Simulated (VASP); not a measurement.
BaZrO3, 5 atoms in the cell. It takes space group Pm-3m (No. 221, cubic). The conventional cell has a = 4.176 Å, b = 4.176 Å, c = 4.176 Å, α = 90.00°, β = 90.00°, γ = 90.00°. Ba (site symmetry m-3m) has 12 O at 2.95 Å and 8 Zr at 3.62 Å within 3.9 Å. Within 2.8 Å of Zr (site symmetry m-3m) lie 6 O at 2.09 Å. O (site symmetry 4/mmm) has 2 Zr at 2.09 Å within 2.8 Å. 

| Quantity | Value |
| --- | --- |
| Program | VASP 6.6.1 |
| Task | single point |
| Functional | PBE |
| Potentials or basis | VASP PAW PBE potentials, release 64 (Ba_sv, Zr_sv, O) |
| Cutoff | 520 eV |
| k mesh | 6 × 6 × 6 |
| Occupations | gaussian, width 0.01 eV |
| Spin | no spin polarisation |
| Dipole correction | no |
| Further INCAR settings | ALGO = Normal; EDIFF = 1e-07; NBANDS = 28 |

Potentials or basis: VASP PAW PBE potentials, release 64 (Ba_sv, Zr_sv, O).

Run with:

```bash
$ cat potpaw_PBE.64/Ba_sv/POTCAR potpaw_PBE.64/Zr_sv/POTCAR potpaw_PBE.64/O/POTCAR > POTCAR
$ mpirun -np 1 vasp_std > vasp.out
```

Hardware: 1 thread of Intel Xeon 6975P-C, with other jobs on the host.

Question: How long does it take, and how much memory?

Answer: Run time: 26 s on 1 thread of Intel Xeon 6975P-C, on a shared host, peak memory 0.2 GiB. Counts: scf iterations 15, k points 20.
